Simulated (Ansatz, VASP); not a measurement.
Cu: VASP beside Ansatz

The input INCAR:

```
ALGO     = Normal         # electronic algorithm
EDIFF    = 1E-7           # SCF threshold, eV
EDIFFG   = -0.005         # ionic threshold
ENCUT    = 600            # plane-wave cutoff, eV
GGA      = PS             # functional
IBRION   = 2              # ionic algorithm
ISIF     = 3              # what is computed and relaxed
ISMEAR   = -1             # smearing method
LASPH    = True           # aspherical terms in the spheres
LCHARG   = False          # write CHGCAR
LREAL    = False          # projectors in reciprocal space
LWAVE    = False          # write WAVECAR
NELM     = 80             # most SCF steps
NSW      = 60             # ionic steps
PREC     = Accurate       # precision mode
SIGMA    = 0.1            # smearing width, eV
```

The input KPOINTS:

```
k-points
0
Gamma
  18 18 18
```

File POSCAR:

```
Cu
1.0
    0.0000000000      1.8074791684      1.8074791684
    1.8074791684      0.0000000000      1.8074791684
    1.8074791684      1.8074791684      0.0000000000
Cu
1
Direct
    0.0000000000      0.0000000000      0.0000000000
```

Input for Ansatz:

```yaml
crystal:
  lattice:
    - [0.0, 1.8074791684, 1.8074791684]
    - [1.8074791684, 0.0, 1.8074791684]
    - [1.8074791684, 1.8074791684, 0.0]
  atoms:
    - { symbol: Cu, position: [0.0, 0.0, 0.0] }
kpoints:
  mp_grid: { grid: [18, 18, 18] }
scf:
  occupations: { method: fermi_dirac, width: 0.1 }
hamiltonian:
  xc: pbesol
  pseudopotentials: { kind: paw }
output:
  forces: true
  stress: true
relax:
  f_tol: 0.005
  max_steps: 40
  cell: {}
```

Alike in both runs: task relaxation of cell and atoms; functional PBEsol; k mesh 18 × 18 × 18; occupations fermi-dirac, width 0.1 eV; no spin polarisation.

|  | VASP | Ansatz |
| --- | --- | --- |
| version | VASP 6.6.1 | Ansatz 0.2.0 |
| potentials or method | VASP PAW PBE potentials, release 64 (Cu) | PAW with Ansatz's default frozen-core files, scalar-relativistic |
| plane-wave cutoff (eV) | 600 | 420 |
| valence electrons in the cell | 11 | 19 |

|  | VASP | Ansatz | Ansatz less VASP |
| --- | --- | --- | --- |
| relaxed volume (Å³/atom) | 11.37 | 11.32 | -0.053 |
| relaxed cell length with the largest relative difference (Å) | 2.524 | 2.520 | -0.0039 |

VASP's potentials were made for PBE, not for PBEsol. VASP's potentials hold 11 valence electrons a cell and Ansatz's 19, so a difference there can come from the potentials and not from the codes.
